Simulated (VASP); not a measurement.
# SrTiO3 (Pm-3m) in VASP: elastic constants with PBE

Aim: the elastic constants of SrTiO3 with PBE.

All numbers are computed with VASP 6.6.1; they aren't measurements. Logs are shortened: lines on timing, memory, paths and dates and some standing lists are left out, and cuts for length are marked.

## 1. The cell of the first run

It takes space group Pm-3m (No. 221, cubic). The conventional cell has a = 3.936 Å, b = 3.936 Å, c = 3.936 Å, α = 90.00°, β = 90.00°, γ = 90.00°. Sr (site symmetry m-3m) has 12 O at 2.78 Å and 8 Ti at 3.41 Å within 3.7 Å. Ti (site symmetry m-3m) has 6 O at 1.97 Å within 2.6 Å. Within 2.6 Å of O (site symmetry 4/mmm) lie 2 Ti at 1.97 Å.

## 2. Elastic constants, PBE

The input, INCAR:

```
  PREC = Accurate
  ENCUT = 600
  EDIFF = 1E-8
  ISMEAR = 0
  SIGMA = 0.01
  LREAL = F
  LASPH = T
  NELM = 80
  ALGO = Normal
  ISIF = 3
  LWAVE = F
  LCHARG = F
  GGA = PE
  NBANDS = 28
  IBRION = 6
  NFREE = 2
  POTIM = 0.015
  NSW = 1
```

The input, KPOINTS:

```
regular mesh
0
Gamma
  8 8 8
```

The input, POSCAR:

```
SrTiO3
1.0
    3.9362565434      0.0000000000      0.0000000000
    0.0000000000      3.9362565434      0.0000000000
    0.0000000000      0.0000000000      3.9362565434
Sr Ti O
1 1 3
Direct
    0.5000000000      0.5000000000      0.5000000000
    0.0000000000      0.0000000000      0.0000000000
    0.5000000000      0.0000000000      0.0000000000
    0.0000000000      0.5000000000      0.0000000000
    0.0000000000      0.0000000000      0.5000000000
```

Potentials or basis: VASP PAW PBE potentials, release 64 (Sr_sv, Ti_sv, O).

Command:

```
cat potpaw_PBE.64/Sr_sv/POTCAR potpaw_PBE.64/Ti_sv/POTCAR potpaw_PBE.64/O/POTCAR > POTCAR
mpirun -np 1 vasp_std > vasp.out
```

OUTCAR:

```text
PREC = Accurate
   ENCUT = 600
   EDIFF = 1E-8
   ISMEAR = 0
   LREAL = F
   LASPH = T
   NELM = 80
   ISIF = 3
   GGA = PE
   IBRION = 6
   NFREE = 2
   POTIM = 0.015
   NSW = 1

 ion  position               nearest neighbor table
   1  0.500  0.500  0.500-   3 2.78   4 2.78   5 2.78   3 2.78   4 2.78   3 2.78   5 2.78   3 2.78
                             4 2.78   5 2.78   4 2.78   5 2.78   2 3.41   2 3.41   2 3.41   2 3.41
   2  0.000  0.000  0.000-   3 1.97   4 1.97   5 1.97   5 1.97   4 1.97   3 1.97   1 3.41   1 3.41
                             1 3.41   1 3.41   1 3.41   1 3.41   1 3.41   1 3.41
   3  0.500  0.000  0.000-   2 1.97   2 1.97   1 2.78   1 2.78   1 2.78   1 2.78
   4  0.000  0.500  0.000-   2 1.97   2 1.97   1 2.78   1 2.78   1 2.78   1 2.78
   5  0.000  0.000  0.500-   2 1.97   2 1.97   1 2.78   1 2.78   1 2.78   1 2.78

  LATTYP: Found a simple cubic cell.
 ALAT       =     3.9362565434

  Lattice vectors:

 A1 = (   3.9362565434,   0.0000000000,   0.0000000000)
 A2 = (   0.0000000000,   3.9362565434,   0.0000000000)
 A3 = (   0.0000000000,   0.0000000000,   3.9362565434)

Analysis of symmetry for initial positions (statically):
=====================================================================
 Subroutine PRICEL returns:
 Original cell was already a primitive cell.

 Routine SETGRP: Setting up the symmetry group for a
 simple cubic supercell.

 Subroutine GETGRP returns: Found 48 space group operations
 (whereof 48 operations were pure point group operations)
 out of a pool of 48 trial point group operations.

The static configuration has the point symmetry O_h .

Analysis of symmetry for dynamics (positions and initial velocities):
=====================================================================
 Subroutine PRICEL returns:
 Original cell was already a primitive cell.

 Routine SETGRP: Setting up the symmetry group for a
 simple cubic supercell.

 Subroutine GETGRP returns: Found 48 space group operations
 (whereof 48 operations were pure point group operations)
 out of a pool of 48 trial point group operations.

The dynamic configuration has the point symmetry O_h .

 Subroutine INISYM returns: Found 48 space group operations
 (whereof 48 operations are pure point group operations),
 and found     1 'primitive' translations

----------------------------------------------------------------------------------------

                                     Primitive cell

  volume of cell :      60.9888

  direct lattice vectors                    reciprocal lattice vectors
     3.936256543  0.000000000  0.000000000     0.254048482  0.000000000  0.000000000
     0.000000000  3.936256543  0.000000000     0.000000000  0.254048482  0.000000000
     0.000000000  0.000000000  3.936256543     0.000000000  0.000000000  0.254048482

  length of vectors
     3.936256543  3.936256543  3.936256543     0.254048482  0.254048482  0.254048482

  position of ions in fractional coordinates (direct lattice)
     0.500000000  0.500000000  0.500000000
     0.000000000  0.000000000  0.000000000
     0.500000000  0.000000000  0.000000000
     0.000000000  0.500000000  0.000000000
     0.000000000  0.000000000  0.500000000

  ion indices of the primitive-cell ions
   primitive index   ion index
                 1           1
                 2           2
                 3           3
                 4           4
                 5           5

[... 125 lines left out ...]
  FORCE on cell =-STRESS in cart. coord.  units (eV):
  Direction    XX          YY          ZZ          XY          YZ          ZX
  --------------------------------------------------------------------------------------
  -------------------------------------------------------------------------------------
  Total        0.1734382      0.1734382      0.1734382      0.0000000      0.0000000      0.0000000
  in kB        4.5562248      4.5562248      4.5562248      0.0000000      0.0000000      0.0000000
  external PRESSURE =       4.5562248 kB  Pullay stress =       0.0000000 kB
[... 98 lines left out ...]
  FREE ENERGIE OF THE ION-ELECTRON SYSTEM (eV)
  ---------------------------------------------------
  free  energy   TOTEN  =       -40.0928511179 eV

  energy  without entropy=      -40.0928511179  energy(sigma->0) =      -40.09285112

[... ionic steps 4 to 18 ...]

--------------------------------------- Ionic step       19  -------------------------------------------

 number of electron      39.9999976 magnetization

------------------------ aborting loop because EDIFF is reached ----------------------------------------
[... 73 lines left out ...]
--------------------------------------- Ionic step       21  -------------------------------------------

 number of electron      39.9999976 magnetization

 Free energy of the ion-electron system (eV)
  ---------------------------------------------------
  ext. energy  EPLUGINS =         0.00000000
  ---------------------------------------------------
  free energy    TOTEN  =       -40.10928054 eV

  energy without entropy =      -40.10928054  energy(sigma->0) =      -40.10928054

 E-fermi :   4.1518     XC(G=0): -11.1448

 val. band max:        3.9698137522   @ k =   0.5000   0.5000   0.5000
 cond. band min:       5.7818086430   @ k =   0.0000   0.0000   0.0000
 fundamental gap:      1.8119948908
 Fermi energy:         4.1518451095

 k-point     1 :       0.0000    0.0000    0.0000
  band No.  band energies     occupation
      1     -52.5924      2.00000
      2     -28.8933      2.00000
      3     -28.8238      2.00000
      4     -28.8238      2.00000
      5     -28.8238      2.00000
      6     -13.3717      2.00000
[... 733 lines left out ...]
     27      12.0937      0.00000
     28      12.5856      0.00000

 [... further k-points ...]

------------------------ aborting loop because EDIFF is reached ----------------------------------------

  FORCE on cell =-STRESS in cart. coord.  units (eV):
  Direction    XX          YY          ZZ          XY          YZ          ZX
  --------------------------------------------------------------------------------------
  -------------------------------------------------------------------------------------
  Total        0.1722826      0.1742381      0.1740534      0.0000000      0.0000000      0.0000000
  in kB        4.5258675      4.5772371      4.5723856      0.0000000      0.0000000      0.0000000
  external PRESSURE =       4.5584967 kB  Pullay stress =       0.0000000 kB
[... 20 lines left out ...]
  FREE ENERGIE OF THE ION-ELECTRON SYSTEM (eV)
  ---------------------------------------------------
  free  energy   TOTEN  =       -40.1092805423 eV

  energy  without entropy=      -40.1092805423  energy(sigma->0) =      -40.10928054

 INTERNAL STRAIN TENSORS FROM STRAINED CELLS
 ============================================

 INTERNAL STRAIN TENSOR FOR ION    1 for displacements in x,y,z  (eV/Angst):
          X           Y           Z          XY          YZ          ZX
  --------------------------------------------------------------------------------
  x     0.00000     0.00000     0.00000     0.00000     0.00000     0.00000
  y     0.00000     0.00000     0.00000     0.00000     0.00000     0.00000
  z     0.00000     0.00000     0.00000     0.00000     0.00000     0.00000

 INTERNAL STRAIN TENSORS FROM DISPLACED ATOMS
 ============================================

 INTERNAL STRAIN TENSOR FOR ION    1 for displacements in x,y,z  (eV/Angst):
          X           Y           Z          XY          YZ          ZX
  --------------------------------------------------------------------------------
  x     0.00000     0.00000     0.00000     0.00000     0.00000     0.00000
  y     0.00000     0.00000     0.00000     0.00000     0.00000     0.00000
  z     0.00000     0.00000     0.00000     0.00000     0.00000     0.00000

 INTERNAL STRAIN TENSOR FOR ION    5 for displacements in x,y,z  (eV/Angst):
          X           Y           Z          XY          YZ          ZX
  --------------------------------------------------------------------------------
  x     0.00000     0.00000     0.00000     0.00000     0.00000     0.00000
  y     0.00000     0.00000     0.00000     0.00000     0.00000     0.00000
  z     0.00000     0.00000     0.00000     0.00000     0.00000     0.00000

 Eigenvectors and eigenvalues of the dynamical matrix
 ----------------------------------------------------

   1 f  =   15.360228 THz    96.511157 2PiTHz  512.362046 cm-1    63.524769 meV
             X         Y         Z           dx          dy          dz
      1.968128  1.968128  1.968128     0.035986    0.000241    0.000000
      0.000000  0.000000  0.000000    -0.058909   -0.000395    0.000000
      1.968128  0.000000  0.000000    -0.808365    0.002771   -0.000000
      0.000000  1.968128  0.000000     0.413362   -0.005419    0.000000
      0.000000  0.000000  1.968128     0.413362    0.002771   -0.000000
[... 105 lines left out ...]
  15 f/i=    3.690367 THz    23.187257 2PiTHz  123.097379 cm-1    15.262123 meV
             X         Y         Z           dx          dy          dz
      1.968128  1.968128  1.968128    -0.005061   -0.139434   -0.110415
      0.000000  0.000000  0.000000    -0.015928   -0.438845   -0.347513
      1.968128  0.000000  0.000000     0.014093    0.354473    0.280700
      0.000000  1.968128  0.000000     0.012866    0.388297    0.280700
      0.000000  0.000000  1.968128     0.012866    0.354473    0.307484

--------------------------------------------------------------------------------------------------------

 ELASTIC MODULI CONTR FROM IONIC RELAXATION (kBar)
 Direction    XX          YY          ZZ          XY          YZ          ZX
 --------------------------------------------------------------------------------
 XX           0.0000      0.0000      0.0000      0.0000      0.0000      0.0000
 YY           0.0000      0.0000      0.0000      0.0000      0.0000      0.0000
 ZZ           0.0000      0.0000      0.0000      0.0000      0.0000      0.0000
 XY           0.0000      0.0000      0.0000      0.0000      0.0000      0.0000
 YZ           0.0000      0.0000      0.0000      0.0000      0.0000      0.0000
 ZX           0.0000      0.0000      0.0000      0.0000      0.0000      0.0000
 --------------------------------------------------------------------------------

 TOTAL ELASTIC MODULI (kBar)
 Direction    XX          YY          ZZ          XY          YZ          ZX
 --------------------------------------------------------------------------------
 XX        3163.2569    977.3824    977.3824     -0.0000      0.0000     -0.0000
 YY         977.3824   3163.2569    977.3824     -0.0000      0.0000     -0.0000
 ZZ         977.3824    977.3824   3163.2569     -0.0000     -0.0000     -0.0000
 XY          -0.0000     -0.0000     -0.0000   1098.8629      0.0000      0.0000
 YZ           0.0000      0.0000     -0.0000      0.0000   1098.8629      0.0000
 ZX          -0.0000     -0.0000     -0.0000      0.0000      0.0000   1098.8629
 --------------------------------------------------------------------------------
```

Run time: 37 min. Hardware: 1 thread of Oxide Virtual Turin-like, shared host; peak memory 0.58 GiB.

Results:

```
Elastic constants C11, C12, C44                         : 316, 98, 110 GPa
Voigt bulk modulus                                      : 171 GPa
Highest phonon frequency at Γ, LO-TO splitting left out : 512 cm⁻¹
Most unstable mode                                      : 123i cm⁻¹
```

Phonon frequencies in cm⁻¹ (negative: imaginary):
```csv
q point,frequencies
"(0.000, 0.000, 0.000)",-123 -123 -123 1 1 1 148 148 148 233 233 233 512 512 512
```

Elastic tensor in Voigt notation (GPa, in the Cartesian axes of the cell as first typed):
```
316  98  98   0   0   0
 98 316  98   0   0   0
 98  98 316   0   0   0
  0   0   0 110   0   0
  0   0   0   0 110   0
  0   0   0   0   0 110
```

Clamped-ion elastic tensor (GPa):
```
316  98  98   0   0   0
 98 316  98   0   0   0
 98  98 316   0   0   0
  0   0   0 110   0   0
  0   0   0   0 110   0
  0   0   0   0   0 110
```

Caveat: some modes are imaginary.
